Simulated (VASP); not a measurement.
SiC2:

```
CELL_PARAMETERS angstrom
2.70655 0.00000 0.00000
-1.35328 2.34394 0.00000
0.00000 0.00000 7.81361
ATOMIC_POSITIONS crystal
Si 0.66667 0.33333 0.34159
Si 0.66667 0.33333 0.65841
C 0.33333 0.66667 0.87150
C 0.33333 0.66667 0.12850
C 0.33333 0.66667 0.50000
C 0.66667 0.33333 0.00000
```

- Program: VASP 6.6.1
- Task: relaxation of cell and atoms
- Functional: PBE
- Potentials or basis: VASP PAW PBE potentials, release 64 (Si, C)
- Cutoff: 600 eV
- k mesh: 18 × 18 × 6
- Occupations: gaussian, width 0.1 eV
- Spin: no spin polarisation

At the start: pressure -1.6 GPa; volume 8.26 Å³/atom.

Task: Where does the relaxation end?

Result: Over 9 steps the energy falls by 2.4 meV/atom and the volume is 8.31 Å³/atom (+0.5 %); space group P-6m2 (No. 187, to 0.1 Å) before and after.

Step by step:
```
step  energy change (eV)  largest force (eV/Å)  pressure (GPa)  volume (Å³)
   1              0.0000                0.4031           -1.55        49.57
   2             -0.0051                0.1022            1.96        49.00
   3             -0.0085                0.0932            0.54        49.22
   4             -0.0105                0.0821            0.32        49.35
   5             -0.0118                0.1504            0.00        49.58
   6             -0.0133                0.0942           -0.08        49.68
   7             -0.0143                0.0096           -0.20        49.86
   8             -0.0145                0.0101            0.03        49.82
   9             -0.0145                0.0060           -0.03        49.83
```

Final structure:
```
CELL_PARAMETERS angstrom
2.70467 0.00000 0.00000
-1.35233 2.34231 0.00000
0.00000 0.00000 7.86590
ATOMIC_POSITIONS crystal
Si 0.66667 0.33333 0.34600
Si 0.66667 0.33333 0.65400
C 0.33333 0.66667 0.87553
C 0.33333 0.66667 0.12447
C 0.33333 0.66667 0.50000
C 0.66667 0.33333 0.00000
```
